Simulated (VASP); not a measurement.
**HCl: single point with PBE+D3(BJ)**

The system is HCl.

```
Cl H
1.0
     7.98957    0.00000    0.00000
     0.00000    7.98957    0.00000
     0.00000    0.00000    7.98957
Cl H
10 10
Cartesian
  1.6095 3.8718 5.1714
  3.3845 2.5784 2.2990
  5.5870 0.5956 8.1292
  6.0550 5.1476 6.7935
  4.8354 7.0270 3.8902
  -0.7354 4.4140 2.3137
  0.9527 1.4054 7.7498
  1.2809 0.1673 4.7304
  6.0921 2.1144 4.6392
  2.9692 5.9852 -0.0924
  1.2736 2.8210 5.8222
  3.8003 2.1880 1.1733
  5.5202 0.1966 6.9473
  7.1148 4.5249 6.2770
  5.2456 7.8195 2.8328
  0.1723 4.1206 3.1803
  0.6996 0.2979 8.5709
  2.4572 -0.1456 4.3470
  6.5800 2.9527 3.8620
  3.2017 7.1273 0.3860
```

```json
{
 "Program": "VASP 6.6.1",
 "Task": "single point",
 "Functional": "PBE",
 "Dispersion": "D3(BJ)",
 "Potentials or basis": "VASP PAW PBE potentials, release 64 (Cl, H)",
 "Cutoff": "520 eV",
 "k mesh": "1 × 1 × 1",
 "Occupations": "fermi-dirac, width 0.05 eV",
 "Spin": "no spin polarisation",
 "Dipole correction": "no",
 "Further INCAR settings": "LREAL = Auto; ALGO = Normal; EDIFF = 1e-06; NBANDS = 56"
}
```

```yaml
Pressure: 0.2 GPa
Largest_force: 2.610 eV/Å
Band_gap_on_the_k_mesh: 4.73 eV
Dispersion_energy_per_atom: -0.061 eV
```

Forces on the atoms (eV/Å):
```
Cl   0.032  0.388 -0.041
Cl  -0.285  0.241  0.734
Cl  -0.040  0.506  1.273
Cl   0.951 -0.580 -0.427
Cl   0.519  1.044 -1.707
Cl  -0.032  0.046 -0.160
Cl  -0.359 -1.798  1.858
Cl  -0.420 -0.059 -0.151
Cl  -0.569 -1.233  1.268
Cl  -0.305 -0.748 -0.266
H   -0.062 -0.331 -0.036
H    0.260 -0.201 -0.787
H   -0.050 -0.507 -1.205
H   -0.868  0.590  0.418
H   -0.700 -1.225  1.738
H    0.283  0.061  0.075
H    0.406  1.942 -1.539
H    0.513 -0.118 -0.177
H    0.507  1.207 -1.180
H    0.218  0.772  0.312
```

Stress tensor (GPa, compression positive):
```
0.20 0.23 0.20
0.23 0.06 0.95
0.20 0.95 0.36
```

Levels at points of the mesh, in eV from the valence-band top:
| k point | band 36 | band 37 | band 38 | band 39 | band 40 | band 41 | band 42 | band 43 | band 44 | band 45 |
| --- | --- | --- | --- | --- | --- | --- | --- | --- | --- | --- |
| (0.00, 0.00, 0.00) | -0.30 | -0.27 | -0.23 | -0.11 | 0.00 | 4.73 | 5.50 | 6.25 | 6.75 | 6.93 |

Run time: 38 s on 1 thread of Intel(R) Xeon(R) Platinum 8488C (Sapphire Rapids), on a shared host, peak memory 0.44 GiB.

Caveat: the k points lie up to 0.79 Å⁻¹ apart.
